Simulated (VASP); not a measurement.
Here is a VASP 6.6.1 calculation.

Contents of POSCAR:

```
NbAs
1.0
    0.0000000000      2.9645284572      2.9645284572
    2.9645284572      0.0000000000      2.9645284572
    2.9645284572      2.9645284572      0.0000000000
Nb As
1 1
Direct
    0.0000000000      0.0000000000      0.0000000000
    0.2500000000      0.2500000000      0.2500000000
```

Contents of INCAR.step1:

```
SYSTEM = NbAs
PREC = Accurate
ENCUT = 520
ISMEAR = 0
SIGMA = 0.1
LREAL = .FALSE.
LASPH = .TRUE.
NELM = 150
ISPIN = 2
MAGMOM = 1 0
LMAXMIX = 4
NBANDS = 20
GGA = PE
ALGO = Normal
EDIFF = 1E-4
LWAVE = .TRUE.
LCHARG = .FALSE.
```

File INCAR.step2:

```
SYSTEM = NbAs
PREC = Accurate
ENCUT = 520
EDIFF = 1E-7
ISMEAR = 0
SIGMA = 0.1
LREAL = .FALSE.
LASPH = .TRUE.
NELM = 150
ALGO = Normal
ISIF = 2
LWAVE = .FALSE.
LCHARG = .TRUE.
ISPIN = 2
MAGMOM = 1 0
LORBIT = 11
LMAXMIX = 4
METAGGA = R2SCAN
LMIXTAU = .TRUE.
LELF = .TRUE.
LVHAR = .TRUE.
NBANDS = 20
ISTART = 1
```

KPOINTS

```
Automatic mesh
0
G
  12 12 12
  0 0 0
```

Potentials or basis: VASP PAW PBE potentials, release 64 (Nb_sv, As).

The run is started by

```bash
$ cat potpaw_PBE.64/Nb_sv/POTCAR potpaw_PBE.64/As/POTCAR > POTCAR
$ cp INCAR.step1 INCAR
$ mpirun -np 1 vasp_std > vasp.out
$ cp INCAR.step2 INCAR
$ mpirun -np 1 vasp_std > vasp.out
```

**Question.** Estimate the net moment.

**Answer.** 1.76 μB per cell.

**Question.** Estimate the site moments.

**Answer.** Nb +1.41; As -0.10 μB.
